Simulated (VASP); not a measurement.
# Ta2N (P6/mmm) in VASP: further runs, part 2 of 2

VASP 6.6.1.

## 4. Single point, PBE

This run uses another cell than the first one, of 18.60 Å³/atom, 1.173 times its volume.

File INCAR:

```
  PREC = Accurate
  ENCUT = 600
  EDIFF = 1E-6
  ISMEAR = 0
  SIGMA = 0.1
  LREAL = False
  LASPH = True
  NELM = 120
  ALGO = Normal
  ISIF = 2
  LWAVE = False
  LCHARG = False
  GGA = PE
  NBANDS = 40
  GGA_COMPAT = False
```

File KPOINTS:

```
Automatic mesh
0
Gamma
  6 6 4
```

File POSCAR:

```
Ta2N
1.0
    6.6152683163     -0.0000000037      0.0000000000
   -3.3076341549      5.7289904166      0.0000000000
    0.0000000000      0.0000000000      2.9454606100
Ta N
4 2
Direct
    0.5000000000      0.0000000000      0.5000000000
    0.0000000000      0.5000000000      0.5000000000
    0.5000000000      0.5000000000      0.5000000000
    0.0000000000      0.0000000000      0.0000000000
    0.3333333333      0.6666666667      0.5000000000
    0.6666666667      0.3333333333      0.5000000000
```

Potentials or basis: VASP PAW PBE potentials, release 64 (Ta_sv_GW, N).

On the command line:

```bash
cat potpaw_PBE.64/Ta_sv_GW/POTCAR potpaw_PBE.64/N/POTCAR > POTCAR
mpirun -np 1 vasp_std > vasp.out
```

OUTCAR:

```text
PREC = Accurate
   ENCUT = 600
   EDIFF = 1E-6
   ISMEAR = 0
   LREAL = False
   LASPH = True
   NELM = 120
   ISIF = 2
   GGA = PE

 ion  position               nearest neighbor table
   1  0.500  0.000  0.500-   5 1.91   6 1.91
   2  0.000  0.500  0.500-   5 1.91   6 1.91
   3  0.500  0.500  0.500-   5 1.91   6 1.91
   4  0.000  0.000  0.000-
   5  0.333  0.667  0.500-   1 1.91   2 1.91   3 1.91
   6  0.667  0.333  0.500-   1 1.91   2 1.91   3 1.91

  LATTYP: Found a hexagonal cell.
 ALAT       =     6.6152683163
 C/A-ratio  =     0.4452518733

  Lattice vectors:

 A1 = (   6.6152683163,  -0.0000000037,   0.0000000000)
 A2 = (  -3.3076341549,   5.7289904166,   0.0000000000)
 A3 = (   0.0000000000,   0.0000000000,   2.9454606100)

Analysis of symmetry for initial positions (statically):
=====================================================================
 Subroutine PRICEL returns:
 Original cell was already a primitive cell.

 Routine SETGRP: Setting up the symmetry group for a
 hexagonal supercell.

 Subroutine GETGRP returns: Found 24 space group operations
 (whereof 24 operations were pure point group operations)
 out of a pool of 24 trial point group operations.

The static configuration has the point symmetry D_6h.

Analysis of symmetry for dynamics (positions and initial velocities):
=====================================================================
 Subroutine PRICEL returns:
 Original cell was already a primitive cell.

 Routine SETGRP: Setting up the symmetry group for a
 hexagonal supercell.

 Subroutine GETGRP returns: Found 24 space group operations
 (whereof 24 operations were pure point group operations)
 out of a pool of 24 trial point group operations.

The dynamic configuration has the point symmetry D_6h.

 Subroutine INISYM returns: Found 24 space group operations
 (whereof 24 operations are pure point group operations),
 and found     1 'primitive' translations

----------------------------------------------------------------------------------------

                                     Primitive cell

  volume of cell :     111.6294

  direct lattice vectors                    reciprocal lattice vectors
     6.615268316 -0.000000004  0.000000000     0.151165448  0.087275412  0.000000000
    -3.307634155  5.728990417  0.000000000     0.000000000  0.174550824  0.000000000
     0.000000000  0.000000000  2.945460610     0.000000000  0.000000000  0.339505474

  length of vectors
     6.615268316  6.615268316  2.945460610     0.174550824  0.174550824  0.339505474

  position of ions in fractional coordinates (direct lattice)
     0.500000000  1.000000000  0.500000000
     1.000000000  0.500000000  0.500000000
     0.500000000  0.500000000  0.500000000
     0.000000000  0.000000000  0.000000000
     0.333333333  0.666666667  0.500000000
     0.666666667  0.333333333  0.500000000

  ion indices of the primitive-cell ions
   primitive index   ion index
                 1           1
                 2           2
                 3           3
                 4           4
                 5           5
                 6           6

[... 24 lines left out ...]
 Found     21 irreducible k-points:

 Following reciprocal coordinates:
            Coordinates               Weight
  0.000000  0.000000  0.000000      1.000000
  0.166667  0.000000  0.000000      6.000000
  0.333333  0.000000  0.000000      6.000000
  0.500000  0.000000  0.000000      3.000000
  0.166667  0.166667  0.000000      6.000000
  0.333333  0.166667  0.000000     12.000000
[... 13 lines left out ...]
  0.333333  0.166667  0.500000     12.000000
  0.333333  0.333333  0.500000      2.000000
   k-points           NKPTS =     21   k-points in BZ     NKDIM =     21   number of bands    NBANDS=     40
   number of dos      NEDOS =    301   number of ions     NIONS =      6
   total plane-waves  NPLWV =  69984
   dimension x,y,z NGX =    54 NGY =   54 NGZ =   24
   dimension x,y,z NGXF=   108 NGYF=  108 NGZF=   48
   ions per type =               4   2
   NGX,Y,Z   is equivalent  to a cutoff of  13.57, 13.57, 13.55 a.u.
   NGXF,Y,Z  is equivalent  to a cutoff of  27.14, 27.14, 27.09 a.u.
 SYSTEM =  unknown system
   PREC   = accura    normal or accurate (medium, high low for compatibility)
   ISTART =      0    job   : 0-new  1-cont  2-samecut
   ICHARG =      2    charge: 1-file 2-atom 10-const
   ISPIN  =      1    spin polarized calculation?
   LNONCOLLINEAR =      F non collinear calculations
   LSORBIT =      F    spin-orbit coupling
   LASPH  =      T    aspherical Exc in radial PAW
   ENCUT  =  600.0 eV  44.10 Ry    6.64 a.u.  13.21 13.21  5.88*2*pi/ulx,y,z
   NELM   =    120;   NELMIN=  2; NELMDL= -5     # of ELM steps
   EDIFF  = 0.1E-05   stopping-criterion for ELM
   LREAL  =      F    real-space projection
   EDIFFG = 0.1E-04   stopping-criterion for IOM
   NSW    =      0    number of steps for IOM
   IBRION =     -1    ionic relax: 0-MD 1-quasi-New 2-CG
   NFREE  =      0    steps in history (QN), initial steepest desc. (CG)
   ISIF   =      2    stress and relaxation
   ISYM   =      2    0-nonsym 1-usesym 2-fastsym
   POTIM  = 0.5000    time-step for ionic-motion
   TEBEG  =    0.0;   TEEND  =   0.0 temperature during run
   PSTRESS=    0.0 pullay stress
   NELECT =      62.0000    total number of electrons
   NUPDOWN=      -1.0000    fix difference up-down
   EMIN   =  10.00;   EMAX   =-10.00  energy-range for DOS
   EFERMI =   0.00;   METHOD = LEGACY
   ISMEAR =     0;   SIGMA  =   0.10  broadening in eV -4-tet -1-fermi 0-gaus
   EFERMI_NEDOS =   21; number of points for ismear=-14 and -15
   IALGO  =     38    algorithm
   IMIX   =      4    mixing-type and parameters
     AMIX     =   0.40;   BMIX     =  1.00
     AMIX_MAG =   1.60;   BMIX_MAG =  1.00
  volume/ion in A,a.u.               =      18.60       125.55
  Fermi-wavevector in a.u.,A,eV,Ry     =   1.345692  2.542990 24.638628  1.810888
  Thomas-Fermi vector in A             =   2.473585
   LORBIT       =      0    0 simple, 1 ext, 2 COOP (PROOUT), +10 PAW based schemes
   GGA     = PE    functional components
   LHFCALC =     F    Hartree Fock is set to
   AEXX    =    0.0000 exact exchange contribution
   IVDW    =     0    specifies the selected vdW correction
   LEPSILON=     F    determine dielectric tensor
   LRPA    =     F    only Hartree local field effects (RPA)
 non-spin polarized calculation
 Gauss-broadening in eV      SIGMA  =   0.10
  energy-cutoff  :      600.00
  volume of cell :      111.63
 maximum number of plane-waves:      3760
 NGX is ok and might be reduce to    54
   NGX = 27   NGY = 27   NGZ = 11

 number of electron      62.0000007 magnetization

 Free energy of the ion-electron system (eV)
  ---------------------------------------------------
  ext. energy  EPLUGINS =         0.00000000
  ---------------------------------------------------
  free energy    TOTEN  =       -70.78506466 eV

  energy without entropy =      -70.74278656  energy(sigma->0) =      -70.76392561

 E-fermi :   7.1593     XC(G=0): -11.3486

 val. band max:        7.1565199905   @ k =   0.3333   0.0000   0.2500
 cond. band min:       7.1740937935   @ k =   0.3333   0.0000   0.2500
 fundamental gap:      0.0175738030
 Fermi energy:         7.1592683041

 k-point     1 :       0.0000    0.0000    0.0000
  band No.  band energies     occupation
      1     -61.3864      2.00000
      2     -61.1938      2.00000
      3     -61.1794      2.00000
      4     -61.1794      2.00000
      5     -28.2912      2.00000
      6     -27.8816      2.00000
[... 892 lines left out ...]
     39      10.2433      0.00000
     40      10.2433      0.00000

------------------------ aborting loop because EDIFF is reached ----------------------------------------

  FORCE on cell =-STRESS in cart. coord.  units (eV):
  Direction    XX          YY          ZZ          XY          YZ          ZX
  --------------------------------------------------------------------------------------
  -------------------------------------------------------------------------------------
  Total        0.1131483      0.1131483     -0.2061346      0.0000000      0.0000000      0.0000000
  in kB        1.6239764      1.6239764     -2.9585759      0.0000000      0.0000000      0.0000000
  external PRESSURE =       0.0964589 kB  Pullay stress =       0.0000000 kB

 VOLUME and BASIS-vectors are now :
 -----------------------------------------------------------------------------
  energy-cutoff  :      600.00
  volume of cell :      111.63
      direct lattice vectors                 reciprocal lattice vectors
     6.615268316 -0.000000004  0.000000000     0.151165448  0.087275412  0.000000000
    -3.307634155  5.728990417  0.000000000     0.000000000  0.174550824  0.000000000
     0.000000000  0.000000000  2.945460610     0.000000000  0.000000000  0.339505474

 POSITION                                       TOTAL-FORCE (eV/Angst)
 -----------------------------------------------------------------------------------
      3.30763     -0.00000      1.47273         0.000000      0.000000      0.000000
     -1.65382      2.86450      1.47273         0.000000      0.000000      0.000000
      1.65382      2.86450      1.47273         0.000000      0.000000      0.000000
      0.00000      0.00000      0.00000         0.000000      0.000000      0.000000
      0.00000      3.81933      1.47273        -0.000000     -0.000000      0.000000
      3.30763      1.90966      1.47273        -0.000000      0.000000      0.000000
 -----------------------------------------------------------------------------------
    total drift:                                0.000000      0.000000      0.000000

  FREE ENERGIE OF THE ION-ELECTRON SYSTEM (eV)
  ---------------------------------------------------
  free  energy   TOTEN  =       -70.7850646606 eV

  energy  without entropy=      -70.7427865622  energy(sigma->0) =      -70.76392561
```

stdout:

```text
POSCAR found type information on POSCAR TaN
 POSCAR found :  2 types and       6 ions
 scaLAPACK will be used
 LDA part: xc-table for (Slater+PW92), standard interpolation
 POSCAR, INCAR and KPOINTS ok, starting setup
 FFT: planning ... GRIDC
 FFT: planning ... GRID_SOFT
 FFT: planning ... GRID
 WAVECAR not read
 entering main loop
```

Run time: 4 min. Hardware: 1 thread of Intel Xeon Platinum 8259CL at 2.50GHz (Skylake/Cascade Lake), shared host; peak memory 0.29 GiB.

What came out:

```
Free energy            : -70.7851 eV
Pressure               : 0.0 GPa
Band gap on the k mesh : zero (band 31 reaches 7.58 eV, above the bottom of band 32 at 6.71 eV)
```

Levels at points of the mesh, in eV from the Fermi level:
```
           k point  band 28  band 29  band 30  band 31  band 32  band 33  band 34  band 35
(0.00, 0.00, 0.00)    -1.24    -1.04    -1.04    -0.90     0.92     0.92     1.83     1.83
(0.50, 0.00, 0.00)    -2.20    -1.26    -0.85    -0.81    -0.45     0.16     2.31     2.50
(0.00, 0.00, 0.50)    -0.77    -0.77    -0.04     0.28     0.28     0.37     0.52     0.52
(0.50, 0.00, 0.50)    -1.33    -1.29    -0.30     0.33     0.84     1.29     2.22     2.33
```

Caveat: the k points lie up to 0.53 Å⁻¹ apart; spin-orbit coupling is left out, which moves the levels of the heavy elements.

## 5. Single point, PBE, collinear spin, ferromagnetic start

File INCAR:

```
SYSTEM = Ta2N
PREC     = Accurate       ! precision mode
ENCUT    = 520            ! plane-wave cutoff, eV
EDIFF    = 1E-7           ! SCF threshold, eV
ISMEAR   = 0              ! smearing method
SIGMA    = 0.1            ! smearing width, eV
LREAL    = .FALSE.        ! projectors in reciprocal space
LASPH    = .TRUE.         ! aspherical terms in the spheres
NELM     = 150            ! most SCF steps
ALGO     = Normal         ! electronic algorithm
ISIF     = 2              ! what is computed and relaxed
LWAVE    = .FALSE.        ! write WAVECAR
LCHARG   = .TRUE.         ! write CHGCAR
ISPIN    = 2              ! spin polarisation
MAGMOM   = 1 1 1 1 0 0    ! initial moments
LORBIT   = 11             ! projections on sites
LMAXMIX  = 4              ! l up to which the mixer works
GGA      = PE             ! functional
LELF     = .TRUE.         ! ELF
LVHAR    = .TRUE.       
NBANDS   = 40             ! bands
```

File KPOINTS:

```
regular mesh
0
G
  6 6 4
  0 0 0
```

File POSCAR:

```
Ta2N
1.0
    5.1231598700      0.0000000000      0.0000000000
   -2.5615799300      4.4367865900      0.0000000000
    0.0000000000      0.0000000000      4.1874003500
Ta N
4 2
Direct
    0.5000000000      0.0000000000      0.5000000000
    0.0000000000      0.5000000000      0.5000000000
    0.5000000000      0.5000000000      0.5000000000
    0.0000000000      0.0000000000      0.0000000000
    0.3333333300      0.6666666700      0.5000000000
    0.6666666700      0.3333333300      0.5000000000
```

Potentials or basis: VASP PAW PBE potentials, release 64 (Ta_pv, N).

On the command line:

```bash
cat potpaw_PBE.64/Ta_pv/POTCAR potpaw_PBE.64/N/POTCAR > POTCAR
mpirun -np 1 vasp_std > vasp.out
```

Run time: 6.6 min. Hardware: 1 thread of Oxide Virtual Turin-like, shared host; peak memory 0.29 GiB.

It converged, with:

```yaml
Free_energy: -15.7119 eV
Pressure: 211.7 GPa
Band_gap_on_the_k_mesh: zero (filled and empty bands overlap)
Net_moment: 0.00 μB per cell
Valence_electrons_inside_the_program's_atomic_spheres: Ta 10.71, 8.47; N 4.65
```

Stress tensor (GPa, compression positive):
```
331.19   0.00   0.00
  0.00 331.19   0.00
  0.00   0.00 -27.30
```

Levels at points of the mesh, in eV from the Fermi level:
Spin up:
| k point | band 25 | band 26 | band 27 | band 28 | band 29 | band 30 |
| --- | --- | --- | --- | --- | --- | --- |
| (0.00, 0.00, 0.00) | 0.58 | 0.58 | 0.83 | 0.83 | 2.39 | 2.39 |
| (0.50, 0.00, 0.00) | -1.18 | -0.92 | -0.56 | 0.41 | 0.55 | 0.72 |
| (0.00, 0.00, 0.50) | -0.40 | -0.40 | -0.16 | 0.11 | 0.11 | 1.45 |
| (0.50, 0.00, 0.50) | -0.89 | -0.60 | -0.17 | 0.54 | 0.83 | 1.66 |
Spin down:
| k point | band 23 | band 24 | band 25 | band 26 | band 27 | band 28 | band 29 | band 30 | band 31 | band 32 |
| --- | --- | --- | --- | --- | --- | --- | --- | --- | --- | --- |
| (0.00, 0.00, 0.00) | -2.41 | -2.41 | 0.58 | 0.58 | 0.83 | 0.83 | 2.39 | 2.39 | 2.41 | 3.25 |
| (0.50, 0.00, 0.00) | -1.37 | -1.34 | -1.18 | -0.92 | -0.56 | 0.41 | 0.55 | 0.72 | 0.89 | 1.36 |
| (0.00, 0.00, 0.50) | -1.30 | -1.30 | -0.40 | -0.40 | -0.16 | 0.11 | 0.11 | 1.45 | 1.45 | 1.63 |
| (0.50, 0.00, 0.50) | -2.10 | -1.80 | -0.89 | -0.60 | -0.17 | 0.54 | 0.83 | 1.66 | 1.95 | 2.34 |

Caveat: the k points lie up to 0.38 Å⁻¹ apart; spin-orbit coupling is left out, which moves the levels of the heavy elements.

## 6. Relaxation of cell and atoms, PBE

This run uses another cell than the first one, of 18.05 Å³/atom, 1.138 times its volume.

File INCAR:

```
PREC = Accurate
ENCUT = 600
EDIFF = 1E-6
ISMEAR = 0
SIGMA = 0.1
LREAL = F
LASPH = T
NELM = 80
ALGO = Normal
ISIF = 3
LWAVE = F
LCHARG = F
GGA = PE
IBRION = 2
NSW = 100
EDIFFG = -0.01
```

File KPOINTS:

```
Automatic mesh
0
Gamma
  6 6 14
```

File POSCAR:

```
Ta2N
1.0
    6.6535568897      0.0000000000      0.0000000000
   -3.3267784448      5.7621492920      0.0000000000
    0.0000000000      0.0000000000      2.8248599739
Ta N
4 2
Direct
    0.5000000000      0.0000000000      0.5000000000
    0.0000000000      0.5000000000      0.5000000000
    0.5000000000      0.5000000000      0.5000000000
    0.0000000000      0.0000000000      0.0000000000
    0.3333333333      0.6666666667      0.5000000000
    0.6666666667      0.3333333333      0.5000000000
```

Potentials or basis: VASP PAW PBE potentials, release 64 (Ta_pv, N).

On the command line:

```bash
cat potpaw_PBE.64/Ta_pv/POTCAR potpaw_PBE.64/N/POTCAR > POTCAR
mpirun -np 1 vasp_std > vasp.out
```

Run time: 30 min. Hardware: 1 thread of Oxide Virtual Turin-like, shared host; peak memory 0.35 GiB.

Results (log left out):

- Free energy: -61.3718 eV
- Relaxed volume: 18.17 Å³/atom
- Relaxed cell: a = 6.651 Å, b = 6.651 Å, c = 2.846 Å, α = 90.00°, β = 90.00°, γ = 120.00°
- Space group after relaxing (to 0.05 Å): P6/mmm (No. 191)
- Energy gained by relaxing: 0.8 meV/atom
- Ionic steps: 5
- Pressure after relaxing: 0.0 GPa
- Band gap on the k mesh: zero (band 27 reaches 4.67 eV, above the bottom of band 28 at 3.53 eV)

Step by step:
| step | energy change (eV) | largest force (eV/Å) | pressure (GPa) | volume (Å³) |
| --- | --- | --- | --- | --- |
| 1 | 0.0000 | 0.0000 | 0.66 | 108.30 |
| 2 | -0.0038 | 0.0000 | -0.52 | 109.47 |
| 3 | -0.0046 | 0.0000 | -0.18 | 109.12 |
| 4 | -0.0044 | 0.0000 | 0.35 | 108.86 |
| 5 | -0.0047 | 0.0000 | 0.00 | 109.03 |

Final structure:
```
CELL_PARAMETERS angstrom
6.65129 0.00000 0.00000
-3.32565 5.76019 0.00000
0.00000 0.00000 2.84578
ATOMIC_POSITIONS crystal
Ta 0.50000 0.00000 0.50000
Ta 0.00000 0.50000 0.50000
Ta 0.50000 0.50000 0.50000
Ta 0.00000 0.00000 0.00000
N 0.33333 0.66667 0.50000
N 0.66667 0.33333 0.50000
```

Levels at points of the mesh, in eV from the Fermi level:
```tsv
k point	band 23	band 24	band 25	band 26	band 27	band 28	band 29	band 30	band 31	band 32
(0.00, 0.00, 0.00)	-2.88	-1.21	-1.20	-1.20	-0.85	0.87	0.87	1.83	1.83	2.59
(0.50, 0.00, 0.00)	-2.40	-1.76	-1.41	-1.12	-0.94	-0.54	0.11	2.28	2.96	3.15
(0.00, 0.00, 0.50)	-1.31	-0.90	-0.90	0.11	0.13	0.28	0.28	0.45	0.45	0.93
(0.50, 0.00, 0.50)	-1.63	-1.45	-1.43	-0.09	0.11	0.98	1.18	2.27	2.34	2.57
```

Caveat: spin-orbit coupling is left out, which moves the levels of the heavy elements.

## 7. Overview

| task | potentials or basis | spin | cell | k mesh | cutoff (eV) | second run | gap on the mesh (eV) | pressure (GPa) |
| --- | --- | --- | --- | --- | --- | --- | --- | --- |
| single point | VASP PAW PBE potentials, release 64 (Ta_sv_GW, N) | off | a = 5.123, b = 5.123, c = 4.187 Å, angles 90.0, 90.0, 120.0°, 6 atoms | 6 × 6 × 4 | 600 | valence_matched | none | 202.8 |
| single point | VASP PAW PBE potentials, release 64 (Ta_sv_GW, N) | off | a = 6.654, b = 6.654, c = 2.825 Å, angles 90.0, 90.0, 120.0°, 6 atoms | 3 × 3 × 6 | 600 | valence_matched | none | 0.0 |
| single point | VASP PAW PBE potentials, release 64 (Ta_sv_GW, N) | off | a = 6.615, b = 6.615, c = 2.945 Å, angles 90.0, 90.0, 120.0°, 6 atoms | 6 × 6 × 4 | 600 | valence_matched | none | 0.0 |
| single point | VASP PAW PBE potentials, release 64 (Ta_pv, N) | collinear, ferromagnetic start | a = 5.123, b = 5.123, c = 4.187 Å, angles 90.0, 90.0, 120.0°, 6 atoms | 6 × 6 × 4 | 520 | - | none | 211.7 |
| relaxation of cell and atoms | VASP PAW PBE potentials, release 64 (Ta_pv, N) | off | relaxed from a = 6.654, b = 6.654, c = 2.825 Å, angles 90.0, 90.0, 120.0°, 6 atoms | 6 × 6 × 14 | 600 | - | none | 0.0 |

Alike in all rows: level PBE; smearing gaussian 0.1 eV.

Caveats: some runs use coarse meshes; spin-orbit coupling is left out, which moves the levels of the heavy elements.

Total energies depend on the potentials used, so only differences within one code and one set of settings carry meaning.
